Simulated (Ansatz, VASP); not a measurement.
WS2: VASP beside Ansatz

INCAR

```
PREC = Accurate
ENCUT = 520
EDIFF = 1E-6
ISMEAR = 0
SIGMA = 0.02
LREAL = F
LASPH = T
NELM = 100
ALGO = Normal
ISIF = 2
LWAVE = F
LCHARG = F
GGA = PS
IBRION = 2
NSW = 60
EDIFFG = -0.008
```

The input KPOINTS:

```
Automatic mesh
0
Gamma
  12 12 2
```

File POSCAR:

```
WS2
1.0
    3.1457762274      0.0000000000      0.0000000000
   -1.5728881137      2.7243221276      0.0000000000
    0.0000000000      0.0000000000     16.4448184299
W S
1 2
Direct
    0.3333333333      0.6666666667      0.0000000000
    0.6666666667      0.3333333333      0.9061781472
    0.6666666667      0.3333333333      0.0938218528
```

Input for Ansatz:

```yaml
crystal:
  lattice:
    - [3.1457762274, 0.0, 0.0]
    - [-1.5728881137, 2.7243221276, 0.0]
    - [0.0, 0.0, 16.4448184299]
  atoms:
    - { symbol: W, position: [0.3333333333, 0.6666666667, 0.0] }
    - { symbol: S, position: [0.6666666667, 0.3333333333, 0.9061781472] }
    - { symbol: S, position: [0.6666666667, 0.3333333333, 0.0938218528] }
basis:
  ecutwfc: 420
kpoints:
  mp_grid: { grid: [12, 12, 2] }
hamiltonian:
  xc: pbesol
scf:
  occupations: { method: gaussian, width: 0.02 }
output:
  forces: true
  stress: true
  eigenvalues: true
relax:
  adjacent_minimum: "off"
  f_tol: 0.008
  max_steps: 40
```

Change from the starting cell: strain along c alone, the other axes held, atoms relaxed: -3.0 %.

Alike in both runs: task relaxation of the atoms; functional PBEsol; k mesh 12 × 12 × 2; occupations gaussian, width 0.02 eV; no spin polarisation.

|  | VASP | Ansatz |
| --- | --- | --- |
| version | VASP 6.6.1 | Ansatz 0.2.0 |
| potentials or method | VASP PAW PBE potentials, release 64 (W_sv, S), cutoff 520 eV | scalar-relativistic, plane waves, PAW |
| valence electrons in the cell | 26 | 26 |

|  | VASP | Ansatz | Ansatz less VASP |
| --- | --- | --- | --- |
| gap on the k mesh at the Fermi level, each at its own relaxed structure (eV) | 1.94 | 1.94 | -0.008 |

VASP's potentials were made for PBE, not for PBEsol. Ansatz's warnings: stress scf threshold loose.

Spin-orbit coupling is off throughout.
